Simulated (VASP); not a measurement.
**Tl8H: single point with PBE**

The system is Tl8H.

```xyz
9
Lattice="7.1402 0.0000 0.0000 -3.5701 6.1836 0.0000 0.0000 0.0000 5.9665" Properties=species:S:1:pos:R:3 pbc="T T T"
Tl    0.0000    2.0612    1.4916
Tl   -1.7839    5.1537    1.4916
Tl    3.5701    2.0598    1.4916
Tl    1.7839    5.1537    1.4916
Tl    1.8852    0.9728    4.4749
Tl    0.0000    4.2380    4.4749
Tl    5.2550    0.9728    4.4749
Tl    3.5701    4.1224    4.4749
H     0.0000    2.0612    4.4749
```

| Item | Value |
| --- | --- |
| Program | VASP 6.6.1 |
| Task | single point |
| Functional | PBE |
| Potentials or basis | VASP PAW PBE potentials, release 64 (Tl_d, H) |
| Cutoff | 520 eV |
| k mesh | 3 × 3 × 4 |
| Occupations | gaussian, width 0.1 eV |
| Spin | no spin polarisation |

```yaml
Pressure: -0.2 GPa
Largest_force: 0.011 eV/Å
Band_gap_on_the_k_mesh: zero (an odd number of electrons rules out a gap without spin polarisation)
```

Forces in eV/Å, atoms in the order of the input:
```
Tl   0.000  0.000  0.000
Tl   0.006  0.004  0.000
Tl   0.000 -0.007  0.000
Tl  -0.006  0.004  0.000
Tl  -0.009  0.005  0.000
Tl   0.000 -0.011  0.000
Tl   0.009  0.005  0.000
Tl   0.000  0.000  0.000
H    0.000  0.000  0.000
```

Levels at points of the mesh, in eV from the Fermi level:
```csv
k point,band 51,band 52,band 53,band 54,band 55,band 56
"(0.00, 0.00, 0.00)",-1.15,-1.15,-0.29,0.15,0.15,1.18
"(0.00, 0.00, 0.50)",-1.95,-1.90,-1.90,-1.89,2.12,2.21
```

Run time: 87 s on 1 thread of Intel(R) Xeon(R) 6975P-C (Granite Rapids) (shared host), peak memory 0.39 GiB.

Caveat: spin-orbit coupling is left out, which moves the levels of the heavy elements.
